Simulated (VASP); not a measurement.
Runs of VASP 6.6.1 on Zr. The structure is that of space group Fm-3m (No. 225), or close to it. The cells are those of the table. This isn't the form of Zr at room conditions, which is hcp.

```tsv
cell	gap on the mesh (eV)	pressure (GPa)
a = 3.292 Å, angles 60.0°, 1 atom	none	(c)
a = 3.241 Å, angles 60.0°, 1 atom	none	-2.9
a = 3.189 Å, angles 60.0°, 1 atom	none	(b)
a = 3.162 Å, angles 60.0°, 1 atom	none	(a)
a = 3.079 Å, angles 60.0°, 1 atom	none	12.4
a = 3.267 Å, angles 60.0°, 1 atom	none	-4.7
a = 3.107 Å, angles 60.0°, 1 atom	none	9.3
a = 3.215 Å, angles 60.0°, 1 atom	none	-0.9
```

Alike in all rows: task single point; level PBE; potentials or basis VASP PAW PBE potentials, release 64 (Zr_sv); no spin polarisation; k mesh 9 × 9 × 9; cutoff (eV) 500; smearing gaussian 0.1 eV.

**Question.** Estimate the missing entries.

**Answer.** (a) 3.8; (b) 1.4; (c) -6.4.

Caveats: the cell stands under pressure (at least some runs); the cell stands under tension (at least some runs).

A k mesh can miss the band edges, and the runs leave out spin-orbit coupling on Zr.

A gap of «none» marks levels without a gap at the run's occupations.
